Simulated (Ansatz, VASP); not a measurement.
## Os in VASP and in Ansatz

Contents of INCAR:

```
PREC = Accurate ; ENCUT = 560
EDIFF = 1E-6 ; ISMEAR = 0
SIGMA = 0.01 ; LREAL = F
LASPH = T ; NELM = 120
ALGO = Normal ; ISIF = 2
LWAVE = F ; LCHARG = T
LELF = T ; LVHAR = T
NBANDS = 23 ; GGA_COMPAT = F
```

The input KPOINTS:

```
Automatic mesh
0
Gamma
  13 13 8
```

The input POSCAR:

```
Os
1.0
    2.7175247593      0.0000000000      0.0000000000
   -1.3587623796      2.3534454770      0.0000000000
    0.0000000000      0.0000000000      4.2844606214
Os
2
Direct
    0.3333333333      0.6666666667      0.2500000000
    0.6666666667      0.3333333333      0.7500000000
```

Input for Ansatz:

```yaml
crystal:
  lattice:
    - [2.7175247593, 0.0, 0.0]
    - [-1.3587623796, 2.353445477, 0.0]
    - [0.0, 0.0, 4.2844606214]
  atoms:
    - { symbol: Os, position: [0.3333333333, 0.6666666667, 0.25] }
    - { symbol: Os, position: [0.6666666667, 0.3333333333, 0.75] }
hamiltonian:
  xc: lda
  pseudopotentials:
    kind: paw
    azcp:
      Os: "pseudopotentials/Os.paw.azcp"
basis:
  ecutwfc: 420
  fft_grid_basis: typed
kpoints:
  mp_grid: { grid: [13, 13, 8], shift: [0, 0, 0] }
magnetization:
  spin_polarized: false
scf:
  occupations: { method: gaussian, width: 0.01 }
  lower_state_search: "off"
output:
  stress: true
```

Alike in both runs: task single point; functional LDA; k mesh 13 × 13 × 8; occupations gaussian, width 0.01 eV; no spin polarisation.

|  | VASP | Ansatz |
| --- | --- | --- |
| version | VASP 6.6.1 | Ansatz 0.2.0 |
| potentials or method | VASP PAW LDA potentials, release 64 (Os_sv_GW), cutoff 560 eV | plane waves (420 eV) with PAW, scalar-relativistic |
| valence electrons in the cell | 32 | 32 |

```csv
,VASP,Ansatz,Ansatz less VASP
pressure (GPa),0.4,-0.1,-0.47
"traceless stress, the component that is largest in VASP (GPa)",-0.62,-0.76,-0.139
```

Ansatz warns that its potentials were made for another functional, while VASP's fit it. LDA's correlation is that of Perdew and Zunger in VASP and of Perdew and Wang (1992) in Ansatz.

Spin-orbit coupling is off throughout.
